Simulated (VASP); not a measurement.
Write the native input for VASP 6.6.1 that does the following.

```yaml
Task: single point
Functional: r2SCAN
Dispersion: rVV10
Potentials_or_basis: VASP PAW PBE potentials, release 64 (Ga_d, N)
Cutoff: 520 eV
k_mesh: 10 × 10 × 10
Occupations: fermi-dirac, width 0.05 eV
Spin: no spin polarisation
Dipole_correction: no
Further_INCAR_settings: ALGO = Normal; EDIFF = 1e-07; NBANDS = 16
```

GaN:

```xyz
2
Lattice="0.0000 2.2977 2.2977 2.2977 0.0000 2.2977 2.2977 2.2977 0.0000" Properties=species:S:1:pos:R:3 pbc="T T T"
Ga    0.0000    0.0000    0.0000
N     1.1488    1.1488    1.1488
```

These files were run (other wordings do the same):

POSCAR

```
GaN
1.0
    0.0000000000      2.2976981147      2.2976981147
    2.2976981147      0.0000000000      2.2976981147
    2.2976981147      2.2976981147      0.0000000000
Ga N
1 1
Direct
    0.0000000000      0.0000000000      0.0000000000
    0.2500000000      0.2500000000      0.2500000000
```

INCAR.step1

```
PREC = Accurate
ENCUT = 520
ISMEAR = -1
SIGMA = 0.05
LREAL = F
LASPH = T
NELM = 80
NBANDS = 16
GGA = PE
ALGO = Normal
EDIFF = 1E-4
LWAVE = T
LCHARG = F
```

INCAR.step2

```
PREC = Accurate
ENCUT = 520
EDIFF = 1E-7
ISMEAR = -1
SIGMA = 0.05
LREAL = F
LASPH = T
NELM = 80
ALGO = Normal
ISIF = 2
LWAVE = F
LCHARG = F
METAGGA = R2SCAN
LMIXTAU = T
LUSE_VDW = T
IVDW_NL = 2
BPARAM = 11.95
CPARAM = 0.0093
NBANDS = 16
ISTART = 1
```

KPOINTS

```
Automatic mesh
0
Gamma
  10 10 10
```

Potentials or basis: VASP PAW PBE potentials, release 64 (Ga_d, N).

Command:

```sh
$ cat potpaw_PBE.64/Ga_d/POTCAR potpaw_PBE.64/N/POTCAR > POTCAR
$ cp INCAR.step1 INCAR
$ mpirun -np 1 vasp_std > vasp.out
$ cp INCAR.step2 INCAR
$ mpirun -np 1 vasp_std > vasp.out
```

It gave:

The pressure is -11.3 GPa. The band gap on the k mesh is 1.70 eV.

Caveat: the cell stands under tension; the PAW data sets were made with another functional, which shifts forces and pressure a little.

Wall time 49 s on 1 thread of Intel(R) Xeon(R) 6975P-C (Granite Rapids), with other jobs on the host, peak memory 0.22 GiB.
